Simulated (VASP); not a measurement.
# LiNbO3 (R3c) in VASP: further runs

The runs below take LiNbO3 through single point, with PBE.

Everything below comes from runs of VASP 6.6.1. Logs are shortened: lines on timing, memory, paths and dates and some standing lists are left out, and cuts for length are marked.

## (1) The cell of the first run

Symmetry: R3c, No. 161, trigonal system. Conventional cell: a = 5.152 Å, b = 5.152 Å, c = 13.869 Å, α = 90.00°, β = 90.00°, γ = 120.00°. Li (site symmetry 3) has 6 O at 2.07 to 2.24 Å within 2.7 Å. Within 2.5 Å of Nb (site symmetry 3) lie 6 O at 1.88 to 2.13 Å. Within 2.5 Å of O (site symmetry 1) lie 2 Nb at 1.88 to 2.13 Å and 2 Li at 2.07 to 2.24 Å.

## (2) Single point, PBE

Contents of INCAR:

```
SYSTEM = LiNbO3
PREC     = Accurate       ! precision mode
ENCUT    = 750            ! plane-wave cutoff, eV
EDIFF    = 1E-6           ! SCF threshold, eV
ISMEAR   = 0              ! smearing method
SIGMA    = 0.02           ! smearing width, eV
LREAL    = .FALSE.        ! projectors in reciprocal space
LASPH    = .TRUE.         ! aspherical terms in the spheres
NELM     = 120            ! most SCF steps
ALGO     = Normal         ! electronic algorithm
ISIF     = 2              ! what is computed and relaxed
LWAVE    = .FALSE.        ! write WAVECAR
LCHARG   = .FALSE.        ! write CHGCAR
GGA      = PE             ! functional
NBANDS   = 45             ! bands
GGA_COMPAT= .FALSE.
```

Contents of KPOINTS:

```
regular mesh
0
G
  3 3 3
  0 0 0
```

Contents of POSCAR:

```
LiNbO3
1.0
    2.5758000000      1.4871388234      4.6230000000
   -2.5758000000      1.4871388234      4.6230000000
    0.0000000000     -2.9742776468      4.6230000000
Li Nb O
2 2 6
Direct
    0.2815000000      0.2815000000      0.2815000000
    0.7815000000      0.7815000000      0.7815000000
    0.0000550000      0.0000550000      0.0000550000
    0.5000550000      0.5000550000      0.5000550000
    0.1123100000      0.3583600000      0.7195900000
    0.7195900000      0.1123100000      0.3583600000
    0.3583600000      0.7195900000      0.1123100000
    0.2195900000      0.8583600000      0.6123100000
    0.8583600000      0.6123100000      0.2195900000
    0.6123100000      0.2195900000      0.8583600000
```

Potentials or basis: VASP PAW PBE potentials, release 64 (Li_sv, Nb_sv, O).

The run is started by

```bash
$ cat potpaw_PBE.64/Li_sv/POTCAR potpaw_PBE.64/Nb_sv/POTCAR potpaw_PBE.64/O/POTCAR > POTCAR
$ mpirun -np 1 vasp_std > vasp.out
```

OUTCAR:

```text
SYSTEM = LiNbO3
   PREC = Accurate
   ENCUT = 750
   EDIFF = 1E-6
   ISMEAR = 0
   LREAL = .FALSE.
   LASPH = .TRUE.
   NELM = 120
   ISIF = 2
   GGA = PE

 ion  position               nearest neighbor table
   1  0.282  0.282  0.282-   9 2.07  10 2.07   8 2.07   6 2.24   7 2.24   5 2.24
   2  0.782  0.782  0.782-   5 2.07   6 2.07   7 2.07  10 2.24   8 2.24   9 2.24
   3  0.000  0.000  0.000-   7 1.88   6 1.88   5 1.88  10 2.13   8 2.13   9 2.13
   4  0.500  0.500  0.500-   8 1.88  10 1.88   9 1.88   6 2.13   7 2.13   5 2.13
   5  0.112  0.358  0.720-   3 1.88   2 2.07   4 2.13   1 2.24
   6  0.720  0.112  0.358-   3 1.88   2 2.07   4 2.13   1 2.24
   7  0.358  0.720  0.112-   3 1.88   2 2.07   4 2.13   1 2.24
   8  0.220  0.858  0.612-   4 1.88   1 2.07   3 2.13   2 2.24
   9  0.858  0.612  0.220-   4 1.88   1 2.07   3 2.13   2 2.24
  10  0.612  0.220  0.858-   4 1.88   1 2.07   3 2.13   2 2.24

  LATTYP: Found a trigonal (rhomboedric) cell.
 ALAT       =     5.4971316630
 COS(alpha) =     0.5608812359

  Lattice vectors:

 A1 = (   2.5758000000,   1.4871388234,   4.6230000000)
 A2 = (  -2.5758000000,   1.4871388234,   4.6230000000)
 A3 = (   0.0000000000,  -2.9742776468,   4.6230000000)

Analysis of symmetry for initial positions (statically):
=====================================================================
 Subroutine PRICEL returns:
 Original cell was already a primitive cell.

 Routine SETGRP: Setting up the symmetry group for a
 trigonal (rhombohedral) supercell.

 Subroutine GETGRP returns: Found  6 space group operations
 (whereof  3 operations were pure point group operations)
 out of a pool of 12 trial point group operations.

The static configuration has the point symmetry C_3 .
 The point group associated with its full space group is C_3v.

Analysis of symmetry for dynamics (positions and initial velocities):
=====================================================================
 Subroutine PRICEL returns:
 Original cell was already a primitive cell.

 Routine SETGRP: Setting up the symmetry group for a
 trigonal (rhombohedral) supercell.

 Subroutine GETGRP returns: Found  6 space group operations
 (whereof  3 operations were pure point group operations)
 out of a pool of 12 trial point group operations.

The dynamic configuration has the point symmetry C_3 .
 The point group associated with its full space group is C_3v.

 Subroutine INISYM returns: Found  6 space group operations
 (whereof  3 operations are pure point group operations),
 and found     1 'primitive' translations

----------------------------------------------------------------------------------------

                                     Primitive cell

  volume of cell :     106.2524

  direct lattice vectors                    reciprocal lattice vectors
     2.575800000  1.487138823  4.623000000     0.194114450  0.112072030  0.072103252
    -2.575800000  1.487138823  4.623000000    -0.194114450  0.112072030  0.072103252
     0.000000000 -2.974277647  4.623000000     0.000000000 -0.224144060  0.072103252

  length of vectors
     5.497131663  5.497131663  5.497131663     0.235455810  0.235455810  0.235455810

  position of ions in fractional coordinates (direct lattice)
     0.281500000  0.281500000  0.281500000
     0.781500000  0.781500000  0.781500000
     0.000055000  0.000055000  0.000055000
     0.500055000  0.500055000  0.500055000
     0.112310000  0.358360000  0.719590000
     0.719590000  0.112310000  0.358360000
     0.358360000  0.719590000  0.112310000
     0.219590000  0.858360000  0.612310000
     0.858360000  0.612310000  0.219590000
     0.612310000  0.219590000  0.858360000

  ion indices of the primitive-cell ions
   primitive index   ion index
                 1           1
                 2           2
                 3           3
                 4           4
                 5           5
                 6           6
                 7           7
                 8           8
                 9           9
                10          10

----------------------------------------------------------------------------------------

 KPOINTS: regular mesh

Automatic generation of k-mesh.
 Grid dimensions read from file:
 generate k-points for:    3    3    3

 Generating k-lattice:

  Cartesian coordinates                     Fractional coordinates (reciprocal lattice)
     0.064704817  0.037357343  0.024034417     0.333333333  0.000000000 -0.000000000
    -0.064704817  0.037357343  0.024034417     0.000000000  0.333333333 -0.000000000
     0.000000000 -0.074714687  0.024034417    -0.000000000 -0.000000000  0.333333333

  Length of vectors
     0.078485270  0.078485270  0.078485270

  Shift w.r.t. Gamma in fractional coordinates (k-lattice)
     0.000000000  0.000000000  0.000000000

 Subroutine IBZKPT returns following result:
 ===========================================

 Found      6 irreducible k-points:

 Following reciprocal coordinates:
            Coordinates               Weight
  0.000000  0.000000  0.000000      1.000000
  0.333333  0.000000  0.000000      6.000000
  0.333333  0.333333  0.000000      6.000000
 -0.333333  0.333333  0.000000      6.000000
  0.333333  0.333333  0.333333      2.000000
 -0.333333  0.333333  0.333333      6.000000
   k-points           NKPTS =      6   k-points in BZ     NKDIM =      6   number of bands    NBANDS=     45
   number of dos      NEDOS =    301   number of ions     NIONS =     10
   total plane-waves  NPLWV = 125000
   dimension x,y,z NGX =    50 NGY =   50 NGZ =   50
   dimension x,y,z NGXF=   100 NGYF=  100 NGZF=  100
   ions per type =               2   2   6
   NGX,Y,Z   is equivalent  to a cutoff of  15.12, 15.12, 15.12 a.u.
   NGXF,Y,Z  is equivalent  to a cutoff of  30.24, 30.24, 30.24 a.u.
 SYSTEM =  LiNbO3
   PREC   = accura    normal or accurate (medium, high low for compatibility)
   ISTART =      0    job   : 0-new  1-cont  2-samecut
   ICHARG =      2    charge: 1-file 2-atom 10-const
   ISPIN  =      1    spin polarized calculation?
   LNONCOLLINEAR =      F non collinear calculations
   LSORBIT =      F    spin-orbit coupling
   LASPH  =      T    aspherical Exc in radial PAW
   ENCUT  =  750.0 eV  55.12 Ry    7.42 a.u.  12.28 12.28 12.28*2*pi/ulx,y,z
   NELM   =    120;   NELMIN=  2; NELMDL= -5     # of ELM steps
   EDIFF  = 0.1E-05   stopping-criterion for ELM
   LREAL  =      F    real-space projection
   EDIFFG = 0.1E-04   stopping-criterion for IOM
   NSW    =      0    number of steps for IOM
   IBRION =     -1    ionic relax: 0-MD 1-quasi-New 2-CG
   NFREE  =      0    steps in history (QN), initial steepest desc. (CG)
   ISIF   =      2    stress and relaxation
   ISYM   =      2    0-nonsym 1-usesym 2-fastsym
   POTIM  = 0.5000    time-step for ionic-motion
   TEBEG  =    0.0;   TEEND  =   0.0 temperature during run
   PSTRESS=    0.0 pullay stress
   NELECT =      68.0000    total number of electrons
   NUPDOWN=      -1.0000    fix difference up-down
   EMIN   =  10.00;   EMAX   =-10.00  energy-range for DOS
   EFERMI =   0.00;   METHOD = LEGACY
   ISMEAR =     0;   SIGMA  =   0.02  broadening in eV -4-tet -1-fermi 0-gaus
   EFERMI_NEDOS =   21; number of points for ismear=-14 and -15
   IALGO  =     38    algorithm
   IMIX   =      4    mixing-type and parameters
     AMIX     =   0.40;   BMIX     =  1.00
     AMIX_MAG =   1.60;   BMIX_MAG =  1.00
  volume/ion in A,a.u.               =      10.63        71.70
  Fermi-wavevector in a.u.,A,eV,Ry     =   1.410798  2.666022 27.080374  1.990351
  Thomas-Fermi vector in A             =   2.532715
   LORBIT       =      0    0 simple, 1 ext, 2 COOP (PROOUT), +10 PAW based schemes
   GGA     = PE    functional components
   LHFCALC =     F    Hartree Fock is set to
   AEXX    =    0.0000 exact exchange contribution
   IVDW    =     0    specifies the selected vdW correction
   LEPSILON=     F    determine dielectric tensor
   LRPA    =     F    only Hartree local field effects (RPA)
 non-spin polarized calculation
 Gauss-broadening in eV      SIGMA  =   0.02
  energy-cutoff  :      750.00
  volume of cell :      106.25
 maximum number of plane-waves:      4989
 NGX is ok and might be reduce to    50
   NGX = 25   NGY = 25   NGZ = 25

 number of electron      67.9999998 magnetization

 Free energy of the ion-electron system (eV)
  ---------------------------------------------------
  ext. energy  EPLUGINS =         0.00000000
  ---------------------------------------------------
  free energy    TOTEN  =       -80.04155933 eV

  energy without entropy =      -80.04155933  energy(sigma->0) =      -80.04155933

 E-fermi :   3.6748     XC(G=0): -10.7956

 val. band max:        3.5480330436   @ k =   0.0000   0.0000   0.0000
 cond. band min:       7.1570137979   @ k =   0.0000   0.0000   0.0000
 fundamental gap:      3.6089807543
 Fermi energy:         3.6747634786

 k-point     1 :       0.0000    0.0000    0.0000
  band No.  band energies     occupation
      1     -50.6084      2.00000
      2     -50.5931      2.00000
      3     -39.0581      2.00000
      4     -39.0555      2.00000
      5     -26.9169      2.00000
      6     -26.9169      2.00000
[... 37 lines left out ...]
     44      13.5643      0.00000
     45      13.8673      0.00000

 k-point     2 :       0.3333    0.0000    0.0000
  band No.  band energies     occupation
      1     -50.6045      2.00000
      2     -50.5968      2.00000
      3     -39.0575      2.00000
      4     -39.0561      2.00000
      5     -26.8824      2.00000
      6     -26.8785      2.00000
[... 184 lines left out ...]
 k-point     6 :      -0.3333    0.3333    0.3333
  band No.  band energies     occupation
      1     -50.6007      2.00000
      2     -50.6007      2.00000
      3     -39.0569      2.00000
      4     -39.0568      2.00000
      5     -26.9167      2.00000
      6     -26.8859      2.00000
[... 37 lines left out ...]
     44      12.8327      0.00000
     45      13.5515      0.00000

------------------------ aborting loop because EDIFF is reached ----------------------------------------

  FORCE on cell =-STRESS in cart. coord.  units (eV):
  Direction    XX          YY          ZZ          XY          YZ          ZX
  --------------------------------------------------------------------------------------
  -------------------------------------------------------------------------------------
  Total        2.7613188      2.7613188      2.6612874      0.0000000      0.0000000      0.0000000
  in kB       41.6378543     41.6378543     40.1294834      0.0000000      0.0000000      0.0000000
  external PRESSURE =      41.1350640 kB  Pullay stress =       0.0000000 kB

 VOLUME and BASIS-vectors are now :
 -----------------------------------------------------------------------------
  energy-cutoff  :      750.00
  volume of cell :      106.25
      direct lattice vectors                 reciprocal lattice vectors
     2.575800000  1.487138823  4.623000000     0.194114450  0.112072030  0.072103252
    -2.575800000  1.487138823  4.623000000    -0.194114450  0.112072030  0.072103252
     0.000000000 -2.974277647  4.623000000     0.000000000 -0.224144060  0.072103252

 POSITION                                       TOTAL-FORCE (eV/Angst)
 -----------------------------------------------------------------------------------
      0.00000      0.00000      3.90412         0.000000     -0.000000      0.004869
      0.00000      0.00000     10.83862         0.000000     -0.000000      0.004869
      0.00000      0.00000      0.00076         0.000000     -0.000000     -0.100731
      0.00000      0.00000      6.93526         0.000000     -0.000000     -0.100731
     -0.63378     -1.44031      5.50257        -0.177837      0.069531      0.031954
      1.56423      0.17129      5.50257         0.028703     -0.188777      0.031954
     -0.93046      1.26902      5.50257         0.149134      0.119246      0.031954
     -1.64534     -0.21812      7.81407        -0.149134      0.119246      0.031954
      0.63378      1.53397      7.81407         0.177837      0.069531      0.031954
      1.01157     -1.31585      7.81407        -0.028703     -0.188777      0.031954
 -----------------------------------------------------------------------------------
    total drift:                                0.000000     -0.000000     -0.000372

  FREE ENERGIE OF THE ION-ELECTRON SYSTEM (eV)
  ---------------------------------------------------
  free  energy   TOTEN  =       -80.0415593264 eV

  energy  without entropy=      -80.0415593264  energy(sigma->0) =      -80.04155933
```

Run time: 3 min. Hardware: 1 thread of Intel Xeon 8259CL, shared host; peak memory 0.36 GiB.

Results:

```yaml
Free_energy: -80.0416 eV
Pressure: 4.1 GPa
Largest_force: 0.194 eV/Å
Band_gap_on_the_k_mesh: 3.61 eV
```

Forces on the atoms (eV/Å):
```
Li   0.000  0.000  0.005
Li   0.000  0.000  0.005
Nb   0.000  0.000 -0.101
Nb   0.000  0.000 -0.101
O   -0.178  0.070  0.032
O    0.029 -0.189  0.032
O    0.149  0.119  0.032
O   -0.149  0.119  0.032
O    0.178  0.070  0.032
O   -0.029 -0.189  0.032
```

Stress tensor (GPa, compression positive):
```
4.16 0.00 0.00
0.00 4.16 0.00
0.00 0.00 4.01
```

Caveat: the k points lie up to 0.49 Å⁻¹ apart; an odd mesh through Γ misses points on the zone boundary, where band edges can lie. A hybrid or GW would open this gap; PBE tends to underestimate it.

## (3) Single point, PBE

Contents of INCAR:

```
PREC     = Accurate       # precision mode
ENCUT    = 750            # plane-wave cutoff, eV
EDIFF    = 1E-6           # SCF threshold, eV
ISMEAR   = 0              # smearing method
SIGMA    = 0.02           # smearing width, eV
LREAL    = False          # projectors in reciprocal space
LASPH    = True           # aspherical terms in the spheres
NELM     = 120            # most SCF steps
ALGO     = Normal         # electronic algorithm
ISIF     = 2              # what is computed and relaxed
LWAVE    = False          # write WAVECAR
LCHARG   = False          # write CHGCAR
GGA      = PE             # functional
NBANDS   = 45             # bands
GGA_COMPAT= False
```

Contents of KPOINTS:

```
Automatic mesh
0
Gamma
  6 6 6
```

POSCAR is that of step 2.

Potentials or basis: VASP PAW PBE potentials, release 64 (Li_sv, Nb_sv, O).

The run is started by

```bash
$ cat potpaw_PBE.64/Li_sv/POTCAR potpaw_PBE.64/Nb_sv/POTCAR potpaw_PBE.64/O/POTCAR > POTCAR
$ mpirun -np 1 vasp_std > vasp.out
```

It took 12 min on 1 thread of Intel Xeon 8259CL, shared host; peak memory 0.47 GiB.

Results (log left out):

```yaml
Free_energy: -80.0434 eV
Pressure: 4.1 GPa
Largest_force: 0.195 eV/Å
Band_gap_on_the_k_mesh: 3.60 eV (least direct gap 3.61 eV)
```

Forces in eV/Å, atoms in the order of the input:
```
Li   0.000  0.000  0.005
Li   0.000  0.000  0.005
Nb   0.000  0.000 -0.110
Nb   0.000  0.000 -0.110
O   -0.178  0.071  0.035
O    0.028 -0.189  0.035
O    0.150  0.119  0.035
O   -0.150  0.119  0.035
O    0.178  0.071  0.035
O   -0.028 -0.189  0.035
```

Stress tensor (GPa, compression positive):
```
4.18 0.00 0.00
0.00 4.18 0.00
0.00 0.00 3.99
```

Levels at points of the mesh, in eV from the valence-band top:
```
           k point  band 31  band 32  band 33  band 34  band 35  band 36  band 37  band 38
(0.00, 0.00, 0.00)    -0.70    -0.48    -0.01    -0.01     3.60     3.60     4.07     5.18
(0.50, 0.00, 0.00)    -0.30    -0.30    -0.22    -0.22     3.91     3.91     4.73     4.73
(0.50, 0.50, 0.00)    -0.71    -0.65    -0.48    -0.19     3.69     4.18     4.63     4.68
(0.50, 0.50, 0.50)    -0.32    -0.32    -0.32    -0.32     4.65     4.65     4.86     4.86
```

Caveat: the cell stands under pressure.

## (4) Single point, PBE

Contents of INCAR:

```
SYSTEM = LiNbO3
ALGO = Normal ; EDIFF = 1E-6
ENCUT = 750 ; GGA = PE
GGA_COMPAT = .FALSE. ; ISIF = 2
ISMEAR = 0 ; LASPH = .TRUE.
LCHARG = .FALSE. ; LREAL = .FALSE.
LWAVE = .FALSE. ; NBANDS = 45
NELM = 120 ; PREC = Accurate
SIGMA = 0.02
```

Contents of KPOINTS:

```
k-points
0
G
  6 6 6
  0 0 0
```

POSCAR is that of step 3.

The run is started by

```bash
$ cat potpaw_PBE.64/Li_sv/POTCAR potpaw_PBE.64/Nb_sv/POTCAR potpaw_PBE.64/O/POTCAR > POTCAR
$ mpirun -np 1 vasp_std > vasp.out
```

Wall time 12 min (1 thread of Intel Xeon 8259CL, shared host); peak memory 0.47 GiB.

The run converged. Its results:

- Free energy: -80.0434 eV
- Pressure: 4.1 GPa
- Largest force: 0.195 eV/Å
- Band gap on the k mesh: 3.60 eV (least direct gap 3.61 eV)

Forces in eV/Å, atoms in the order of the input:
```
Li   0.000  0.000  0.005
Li   0.000  0.000  0.005
Nb   0.000  0.000 -0.110
Nb   0.000  0.000 -0.110
O   -0.178  0.071  0.035
O    0.028 -0.189  0.035
O    0.150  0.119  0.035
O   -0.150  0.119  0.035
O    0.178  0.071  0.035
O   -0.028 -0.189  0.035
```

Stress tensor (GPa, compression positive):
```
4.18 0.00 0.00
0.00 4.18 0.00
0.00 0.00 3.99
```

Levels at points of the mesh, in eV from the valence-band top:
```tsv
k point	band 32	band 33	band 34	band 35	band 36	band 37
(0.00, 0.00, 0.00)	-0.48	-0.01	-0.01	3.60	3.60	4.07
(0.50, 0.00, 0.00)	-0.30	-0.22	-0.22	3.91	3.91	4.73
(0.50, 0.50, 0.00)	-0.65	-0.48	-0.19	3.69	4.18	4.63
(0.50, 0.50, 0.50)	-0.32	-0.32	-0.32	4.65	4.65	4.86
```

Caveat: the cell stands under pressure. PBE gaps usually lie below the measured ones, often by a third to a half.

(Continued in part 2 of 2.)
